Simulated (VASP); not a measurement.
Os:

```
CELL_PARAMETERS angstrom
2.71752 0.00000 0.00000
-1.35876 2.35345 0.00000
0.00000 0.00000 4.28446
ATOMIC_POSITIONS crystal
Os 0.33333 0.66667 0.25000
Os 0.66667 0.33333 0.75000
```

Base run:

- Program: VASP 6.6.1
- Functional: LDA
- Potentials or basis: VASP PAW LDA potentials, release 64 (Os_sv_GW)
- Cutoff: 500 eV
- k mesh: 8 × 8 × 5
- Occupations: fermi-dirac, width 0.1 eV
- Spin: no spin polarisation

Its results: band gap on the k mesh zero (band 16 reaches 16.05 eV, above the bottom of band 17 at 12.18 eV); pressure -1.2 GPa.

After a change of settings the same cell gave: band gap on the k mesh zero (band 16 reaches 15.42 eV, above the bottom of band 17 at 12.28 eV); pressure 0.5 GPa. Which change was it?
A. k mesh from 8 × 8 × 5 to 13 × 13 × 8; occupations from fermi-dirac, width 0.1 eV to fermi-dirac, width 0.01 eV
B. k mesh from 8 × 8 × 5 to 5 × 5 × 3
C. k mesh from 8 × 8 × 5 to 13 × 13 × 8

B.

Caveats: some runs use coarse meshes; spin-orbit coupling is left out, which moves the levels of the heavy elements.
